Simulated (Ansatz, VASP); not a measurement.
## CdF2: VASP beside Ansatz

POSCAR

```
CdF2
1.0
    0.0000000000      2.6825809941      2.6825809941
    2.6825809941      0.0000000000      2.6825809941
    2.6825809941      2.6825809941      0.0000000000
Cd F
1 2
Direct
    0.0000000000      0.0000000000      0.0000000000
    0.2500000000      0.2500000000      0.2500000000
    0.7500000000      0.7500000000      0.7500000000
```

The input INCAR.step1:

```
PREC = Accurate
ENCUT = 520
EDIFF = 1E-5
ISMEAR = 0
SIGMA = 0.01
LREAL = F
LASPH = T
NELM = 60
ALGO = Normal
ISIF = 2
LWAVE = T
GGA = PE
NBANDS = 20
```

INCAR.step2

```
PREC = Accurate
ENCUT = 520
EDIFF = 1E-6
ISMEAR = 0
SIGMA = 0.01
LREAL = F
LASPH = T
NELM = 60
ALGO = Normal
ISIF = 2
LWAVE = F
LCHARG = T
GGA = PE
LHFCALC = T
AEXX = 1.0
ALDAC = 0.0
AGGAC = 0.0
PRECFOCK = Normal
LELF = T
LVHAR = T
ISTART = 1
NBANDS = 20
```

KPOINTS

```
Automatic mesh
0
Gamma
  4 4 4
```

Input for Ansatz:

```yaml
crystal:
  lattice:
    - [0.0, 2.6825809941, 2.6825809941]
    - [2.6825809941, 0.0, 2.6825809941]
    - [2.6825809941, 2.6825809941, 0.0]
  atoms:
    - { symbol: Cd, position: [0.0, 0.0, 0.0] }
    - { symbol: F, position: [0.25, 0.25, 0.25] }
    - { symbol: F, position: [0.75, 0.75, 0.75] }
kpoints:
  mp_grid: { grid: [4, 4, 4] }
hamiltonian:
  xc: hf
scf:
  occupations: { method: fixed }
  n_extra_bands: 4
output:
  forces: true
  stress: true
  eigenvalues: true
```

Alike in both runs: task single point; functional HF; k mesh 4 × 4 × 4; no spin polarisation.

```csv
,VASP,Ansatz
version,VASP 6.6.1,Ansatz 0.2.0
potentials or method,"VASP PAW PBE potentials, release 64 (Cd, F)",plane waves
plane-wave cutoff (eV),520,420
occupations,"gaussian, width 0.01 eV",fixed
valence electrons in the cell,26,34
```

|  | VASP | Ansatz | Ansatz less VASP |
| --- | --- | --- | --- |
| gap on the k mesh at the Fermi level (eV) | 15.27 | 15.38 | +0.101 |
| pressure (GPa) | 6.4 | 5.5 | -0.94 |

VASP's potentials were made for PBE, not for HF. VASP's potentials hold 26 valence electrons a cell and Ansatz's 34, so a difference there can come from the potentials and not from the codes. Ansatz's warnings: stress exchange threshold loose, stress scf threshold loose.

The k mesh is coarse, so the values compare programs but aren't converged.
